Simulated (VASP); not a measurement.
Input of a VASP 6.6.1 run:

File INCAR:

```
PREC     = Accurate       # precision mode
ENCUT    = 500            # plane-wave cutoff, eV
EDIFF    = 1E-6           # SCF threshold, eV
ISMEAR   = -1             # smearing method
SIGMA    = 0.05           # smearing width, eV
LREAL    = False          # projectors in reciprocal space
LASPH    = True           # aspherical terms in the spheres
NELM     = 120            # most SCF steps
ALGO     = Normal         # electronic algorithm
ISIF     = 2              # what is computed and relaxed
LWAVE    = False          # write WAVECAR
LCHARG   = False          # write CHGCAR
GGA      = PS             # functional
NBANDS   = 21             # bands
GGA_COMPAT= False
```

Contents of KPOINTS:

```
regular mesh
0
Gamma
  8 8 8
```

POSCAR

```
Ge
1.0
   -2.5744897190      2.5744897190      1.3974126432
    2.5744897190     -2.5744897190      1.3974126432
    2.5744897190      2.5744897190     -1.3974126432
Ge
2
Direct
    0.5000000000      0.5000000000      0.0000000000
    0.2500000000      0.7500000000      0.5000000000
```

Potentials or basis: VASP PAW PBE potentials, release 64 (Ge_d).

Launch:

```bash
$ cat potpaw_PBE.64/Ge_d/POTCAR > POTCAR
$ mpirun -np 1 vasp_std > vasp.out
```

Problem. Estimate the band gap on the k mesh.

Solution. Zero (band 14 reaches 8.62 eV, above the bottom of band 15 at 4.10 eV).

Problem. Estimate the pressure.

Solution. -0.9 GPa.

Stress tensor (GPa, compression positive):
```
-2.45  0.00  0.00
 0.00 -2.45  0.00
 0.00  0.00  2.24
```

Caveat: the PAW data sets were made with another functional, which shifts forces and pressure a little.
